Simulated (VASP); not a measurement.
Crystal: Ga.

```
CELL_PARAMETERS angstrom
1.46908 -4.11849 0.00000
1.46908 4.11849 0.00000
0.00000 0.00000 3.21172
ATOMIC_POSITIONS crystal
Ga 0.13300 0.86700 0.75000
Ga 0.86700 0.13300 0.25000
```

Base run:

```yaml
Program: VASP 6.6.1
Functional: PBEsol
Potentials_or_basis: VASP PAW PBE potentials, release 64 (Ga_d)
Cutoff: 520 eV
k_mesh: 10 × 10 × 8
Occupations: fermi-dirac, width 0.05 eV
Spin: no spin polarisation
```

Its results: band gap on the k mesh zero (band 13 reaches 10.13 eV, above the bottom of band 14 at 1.07 eV); pressure -3.9 GPa; largest force 0.195 eV/Å.

**Question.** The run is repeated on the same cell with these changes: functional from PBEsol to PBE; further incar settings from ALGO = Normal; EDIFF = 1e-06; NBANDS = 20 to ALGO = Fast; EDIFF = 1e-07; NBANDS = 20. What comes out?

**Answer.** Band gap on the k mesh zero (band 13 reaches 10.29 eV, above the bottom of band 14 at 1.24 eV); pressure -0.5 GPa; largest force 0.199 eV/Å.

Caveats: the PAW data sets were made with another functional, which shifts forces and pressure a little (some runs).
